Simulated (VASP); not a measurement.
Write the native input for VASP 6.6.1 that does the following.

* Task: single point
* Functional: PBE
* Potentials or basis: VASP PAW PBE potentials, release 64 (Hg, Se)
* Cutoff: 520 eV
* k mesh: 4 × 4 × 4
* Occupations: gaussian, width 0.1 eV
* Spin: no spin polarisation
* Dipole correction: no
* Further INCAR settings: ALGO = Normal; EDIFF = 1e-06; NBANDS = 23

The structure of HgSe3 lies in POSCAR:

```
HgSe3
1.0
    5.4401933691      0.0000000000      0.0000000000
    0.0000000000      5.4401933691      0.0000000000
    0.0000000000      0.0000000000      2.9403333537
Hg Se
1 3
Direct
    0.0000000000      0.0000000000      0.0000000000
    0.0000000000      0.5000000000      0.5000000000
    0.5000000000      0.0000000000      0.5000000000
    0.5000000000      0.5000000000      0.0000000000
```

These files were run (other wordings do the same):

INCAR

```
  ALGO = Normal
  EDIFF = 1E-6
  ENCUT = 520
  GGA = PE
  ISIF = 2
  ISMEAR = 0
  LASPH = True
  LCHARG = False
  LREAL = False
  LWAVE = False
  NBANDS = 23
  NELM = 60
  PREC = Accurate
  SIGMA = 0.1
```

KPOINTS

```
k-points
0
Gamma
  4 4 4
```

Potentials or basis: VASP PAW PBE potentials, release 64 (Hg, Se).

The run is started by

```sh
$ cat potpaw_PBE.64/Hg/POTCAR potpaw_PBE.64/Se/POTCAR > POTCAR
$ mpirun -np 1 vasp_std > vasp.out
```

It gave:

```yaml
Pressure: 0.3 GPa
Band_gap_on_the_k_mesh: zero (band 15 reaches 6.61 eV, above the bottom of band 16 at 3.75 eV)
```

Caveat: the k points lie up to 0.53 Å⁻¹ apart; spin-orbit coupling is left out, which moves the levels of the heavy elements.

Wall time 42 s on 1 thread of AMD EPYC 7R13 Processor (Zen 3), on a shared host, peak memory 0.16 GiB.
